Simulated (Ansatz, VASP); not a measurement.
## Ti in VASP and in Ansatz

Contents of POSCAR:

```
Ti
1.0
    2.8439925353      0.0000000000      0.0000000000
   -1.4219962677      2.4629697838      0.0000000000
    0.0000000000      0.0000000000      4.9403375303
Ti
2
Direct
    0.3333333333      0.6666666667      0.2500000000
    0.6666666667      0.3333333333      0.7500000000
```

File INCAR.step1:

```
SYSTEM = Ti
PREC     = Accurate       ! precision mode
ENCUT    = 520            ! plane-wave cutoff, eV
ISMEAR   = 0              ! smearing method
SIGMA    = 0.15           ! smearing width, eV
LREAL    = .False.        ! projectors in reciprocal space
LASPH    = .True.         ! aspherical terms in the spheres
NELM     = 100            ! most SCF steps
NBANDS   = 19             ! bands
GGA      = PE             ! functional
ALGO     = Normal         ! electronic algorithm
EDIFF    = 1E-4           ! SCF threshold, eV
LWAVE    = .True.         ! write WAVECAR
LCHARG   = .False.        ! write CHGCAR
```

File INCAR.step2:

```
SYSTEM = Ti
PREC     = Accurate       ! precision mode
ENCUT    = 520            ! plane-wave cutoff, eV
EDIFF    = 1E-6           ! SCF threshold, eV
ISMEAR   = 0              ! smearing method
SIGMA    = 0.15           ! smearing width, eV
LREAL    = .False.        ! projectors in reciprocal space
LASPH    = .True.         ! aspherical terms in the spheres
NELM     = 100            ! most SCF steps
ALGO     = Normal         ! electronic algorithm
ISIF     = 2              ! what is computed and relaxed
LWAVE    = .False.        ! write WAVECAR
LCHARG   = .False.        ! write CHGCAR
METAGGA  = R2SCAN         ! meta-GGA
LMIXTAU  = .True.       
NBANDS   = 19             ! bands
ISTART   = 1
```

File KPOINTS:

```
regular mesh
0
Gamma
  24 24 14
  0 0 0
```

Input for Ansatz:

```yaml
crystal:
  lattice:
    - [2.8439925353, 0.0, 0.0]
    - [-1.4219962677, 2.4629697838, 0.0]
    - [0.0, 0.0, 4.9403375303]
  atoms:
    - { symbol: Ti, position: [0.3333333333, 0.6666666667, 0.25] }
    - { symbol: Ti, position: [0.6666666667, 0.3333333333, 0.75] }
basis:
  ecutwfc: 500
kpoints:
  mp_grid: { grid: [24, 24, 14] }
hamiltonian:
  xc: r2scan
scf:
  occupations: { method: gaussian, width: 0.15 }
output:
  forces: true
  stress: true
  eigenvalues: true
```

Alike in both runs: task single point; functional r2SCAN; k mesh 24 × 24 × 14; occupations gaussian, width 0.15 eV; no spin polarisation.

|  | VASP | Ansatz |
| --- | --- | --- |
| version | VASP 6.6.1 | Ansatz 0.2.0 |
| potentials or method | VASP PAW PBE potentials, release 64 (Ti_sv), cutoff 520 eV | scalar-relativistic, plane waves, PAW |
| valence electrons in the cell | 24 | 24 |

VASP gave:

| Quantity | Value |
| --- | --- |
| gap on the k mesh at the Fermi level (eV) | none |
| pressure (GPa) | 0.4 |
| traceless stress, the component that is largest in VASP (GPa) | -8.10 |

Task: Which values does Ansatz return?

Result: gap on the k mesh at the Fermi level (eV): none; pressure (GPa): 0.1; traceless stress, the component that is largest in VASP (GPa): -8.07.

VASP's potentials were made for PBE, not for r2SCAN. A gap of «none» marks a metal or a gap that the smearing closes.
